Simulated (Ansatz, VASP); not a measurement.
**Two plane-wave programs on Mn**

INCAR

```
PREC = Accurate
ENCUT = 520
EDIFF = 1E-6
ISMEAR = -1
SIGMA = 0.1
LREAL = False
LASPH = True
NELM = 60
ALGO = Normal
ISIF = 2
LWAVE = False
LCHARG = False
GGA = RP
NBANDS = 26
```

The input KPOINTS:

```
regular mesh
0
Gamma
  10 10 14
```

Contents of POSCAR:

```
Mn
1.0
    4.0853742226      0.0000000000      0.0000000000
   -2.0426871113      3.5380378607      0.0000000000
    0.0000000000      0.0000000000      2.5608092911
Mn
3
Direct
    1.0000000000      1.0000000000      0.0000000000
    0.3333333333      0.6666666667      0.5000000000
    0.6666666667      0.3333333333      0.5000000000
```

Input for Ansatz:

```yaml
crystal:
  lattice:
    - [4.0853742226, 0.0, 0.0]
    - [-2.0426871113, 3.5380378607, 0.0]
    - [0.0, 0.0, 2.5608092911]
  atoms:
    - { symbol: Mn, position: [1.0, 1.0, 0.0] }
    - { symbol: Mn, position: [0.3333333333, 0.6666666667, 0.5] }
    - { symbol: Mn, position: [0.6666666667, 0.3333333333, 0.5] }
hamiltonian:
  xc: rpbe
  pseudopotentials:
    kind: paw
    azcp:
      Mn: "pseudopotentials/Mn.paw.azcp"
basis:
  ecutwfc: 420
  fft_grid_basis: typed
kpoints:
  mp_grid: { grid: [10, 10, 14], shift: [0, 0, 0] }
magnetization:
  spin_polarized: false
scf:
  occupations: { method: fermi_dirac, width: 0.1 }
  lower_state_search: "off"
output:
  stress: true
```

Alike in both runs: task single point; functional RPBE; k mesh 10 × 10 × 14; occupations fermi-dirac, width 0.1 eV; no spin polarisation.

|  | VASP | Ansatz |
| --- | --- | --- |
| version | VASP 6.6.1 | Ansatz 0.2.0 |
| potentials or method | VASP PAW PBE potentials, release 64 (Mn_pv), cutoff 520 eV | plane waves (420 eV) with PAW, scalar-relativistic |
| valence electrons in the cell | 39 | 45 |

```csv
,VASP,Ansatz,Ansatz less VASP
pressure (GPa),-22.4,-22.6,-0.17
"traceless stress, the component that is largest in VASP (GPa)",1.01,1.05,+0.038
```

VASP's potentials were made for PBE, not for RPBE. VASP's potentials hold 39 valence electrons a cell and Ansatz's 45, so a difference there can come from the potentials and not from the codes.
